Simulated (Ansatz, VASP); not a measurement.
**One calculation of Ta, two programs**

```xyz
5
Lattice="2.8412 0.0000 0.0000 -0.9471 2.6787 0.0000 0.0000 0.0000 25.2792" Properties=species:S:1:pos:R:3 pbc="T T T"
Ta    0.0000    0.0000    8.1033
Ta    0.9471    1.3393   10.3244
Ta    0.0000    0.0000   12.6396
Ta    0.9471    1.3393   14.9548
Ta    0.0000    0.0000   17.1759
```

Alike in both runs: functional PBEsol; k mesh 15 × 15 × 1; occupations fermi-dirac, width 0.05 eV; no spin polarisation.

Ansatz relaxed the structure, and its values are those at the end. VASP's run is a single point on that final structure, the one shown.

```csv
,VASP,Ansatz
version,VASP 6.6.1,Ansatz 0.2.0
potentials or method,"VASP PAW PBE potentials, release 64 (Ta_pv)","PAW with Ansatz's default frozen-core files, scalar-relativistic"
plane-wave cutoff (eV),520,420
valence electrons in the cell,55,65
```

|  | VASP | Ansatz | Ansatz less VASP |
| --- | --- | --- | --- |
| rms of the force components (eV/Å) | 0.004 | 0.001 | -0.0028 |

VASP's potentials were made for PBE, not for PBEsol. The functional is the same, so the differences come from potentials, cutoffs and numerics. VASP's potentials hold 55 valence electrons a cell and Ansatz's 65, so a difference there can come from the potentials and not from the codes. Ansatz's warnings: stress scf threshold loose, xc potential rough in thin density.

Spin-orbit coupling is off throughout.
